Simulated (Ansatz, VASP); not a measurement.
## One calculation of Al2O3, two programs

File POSCAR:

```
Al2O3
1.0
    2.8352093098      0.0000000000      0.0000000000
   -1.4176046549      2.4553632873      0.0000000000
    0.0000000000      0.0000000000      6.7642522968
Al O
2 3
Direct
    0.3333333333      0.6666666667      0.1993408405
    0.6666666667      0.3333333333      0.8006591595
    0.0000000000      0.0000000000      0.0000000000
    0.3333333333      0.6666666667      0.7032066442
    0.6666666667      0.3333333333      0.2967933558
```

Contents of INCAR.step1:

```
PREC = Accurate ; ENCUT = 520
ISMEAR = 0 ; SIGMA = 0.01
LREAL = F ; LASPH = T
NELM = 60 ; NBANDS = 20
GGA = PE ; ALGO = Normal
EDIFF = 1E-4 ; LWAVE = T
LCHARG = F
```

The input INCAR.step2:

```
PREC = Accurate ; ENCUT = 520
EDIFF = 1E-7 ; ISMEAR = 0
SIGMA = 0.01 ; LREAL = F
LASPH = T ; NELM = 60
ALGO = Normal ; ISIF = 2
LWAVE = F ; LCHARG = F
METAGGA = R2SCAN ; LMIXTAU = T
NBANDS = 20 ; ISTART = 1
```

KPOINTS

```
Automatic mesh
0
Gamma
  9 9 4
```

Input for Ansatz:

```yaml
crystal:
  lattice:
    - [2.8352093098, 0.0, 0.0]
    - [-1.4176046549, 2.4553632873, 0.0]
    - [0.0, 0.0, 6.7642522968]
  atoms:
    - { symbol: Al, position: [0.3333333333, 0.6666666667, 0.1993408405] }
    - { symbol: Al, position: [0.6666666667, 0.3333333333, 0.8006591595] }
    - { symbol: O, position: [0.0, 0.0, 0.0] }
    - { symbol: O, position: [0.3333333333, 0.6666666667, 0.7032066442] }
    - { symbol: O, position: [0.6666666667, 0.3333333333, 0.2967933558] }
kpoints:
  mp_grid: { grid: [9, 9, 4] }
hamiltonian:
  xc: r2scan
scf:
  occupations: { method: fixed }
  n_extra_bands: 5
output:
  forces: true
  stress: true
  eigenvalues: true
```

Alike in both runs: task single point; functional r2SCAN; k mesh 9 × 9 × 4; no spin polarisation.

|  | VASP | Ansatz |
| --- | --- | --- |
| version | VASP 6.6.1 | Ansatz 0.2.0 |
| potentials or method | VASP PAW PBE potentials, release 64 (Al, O) | plane waves, PAW |
| plane-wave cutoff (eV) | 520 | 500 |
| occupations | gaussian, width 0.01 eV | fixed |
| valence electrons in the cell | 24 | 24 |

```tsv
	VASP	Ansatz	Ansatz less VASP
gap on the k mesh at the Fermi level (eV)	5.92	5.95	+0.026
pressure (GPa)	6.8	6.9	+0.11
traceless stress, the component that is largest in VASP (GPa)	-2.61	-2.21	+0.397
rms of the force components (eV/Å)	0.138	0.153	+0.0143
```

VASP's potentials were made for PBE, not for r2SCAN. Atom by atom the forces differ by 0.015 eV/Å (rms over components).
